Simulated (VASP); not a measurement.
Crystal: Na6PS3.

```
Na P S
1.0
    -3.76838    3.76838    3.76838
     3.76838   -3.76838    3.76838
     3.76838    3.76838   -3.76838
Na P S
6 1 3
Direct
  0.00000 0.26508 0.26508
  0.00000 0.73492 0.73492
  0.26508 0.00000 0.26508
  0.73492 0.00000 0.73492
  0.26508 0.26508 0.00000
  0.73492 0.73492 0.00000
  0.00000 0.00000 0.00000
  0.00000 0.50000 0.50000
  0.50000 0.00000 0.50000
  0.50000 0.50000 0.00000
```

The cell was built from a structure type or drawn by symmetry, and may not be a known phase.

* Program: VASP 6.6.1
* Task: relaxation of cell and atoms
* Functional: PBE
* Potentials or basis: VASP PAW PBE potentials, release 64 (Na_pv, P, S)
* Cutoff: 600 eV
* k mesh: 4 × 4 × 4
* Occupations: gaussian, width 0.1 eV
* Spin: no spin polarisation

At the start: pressure 60.7 GPa; volume 21.41 Å³/atom.

Problem. How do energy, volume and symmetry change on relaxing?

Solution. Over 8 steps the energy falls by 3275.5 meV/atom and the volume is 60.58 Å³/atom (+183.0 %); space group Im-3m (No. 229, to 0.1 Å) before and after.

The path:
| step | energy change (eV) | largest force (eV/Å) | pressure (GPa) | volume (Å³) |
| --- | --- | --- | --- | --- |
| 1 | 0.0000 | 4.8167 | 60.72 | 214.05 |
| 2 | -31.4649 | 1.7272 | 1.06 | 576.53 |
| 3 | -31.4779 | 1.6886 | 0.90 | 586.75 |
| 4 | -32.2129 | 0.9828 | 0.11 | 611.60 |
| 5 | -32.6042 | 0.3210 | -0.57 | 648.74 |
| 6 | -32.6131 | 0.2508 | -0.64 | 654.10 |
| 7 | -32.7285 | 0.1195 | -0.30 | 626.05 |
| 8 | -32.7555 | 0.0116 | 0.00 | 605.76 |

Final structure:
```
Na P S
1.0
    -5.33025    5.33025    5.33025
     5.33025   -5.33025    5.33025
     5.33025    5.33025   -5.33025
Na P S
6 1 3
Cartesian
  2.7625 0.0000 0.0000
  7.8980 0.0000 0.0000
  5.3303 -2.5678 5.3303
  5.3303 2.5678 5.3303
  0.0000 0.0000 2.7625
  0.0000 0.0000 7.8980
  5.3303 -5.3303 5.3303
  5.3303 0.0000 0.0000
  5.3303 0.0000 5.3303
  0.0000 0.0000 5.3303
```

Caveat: the volume moved by over 15 % at a fixed basis, so the end points are rough.
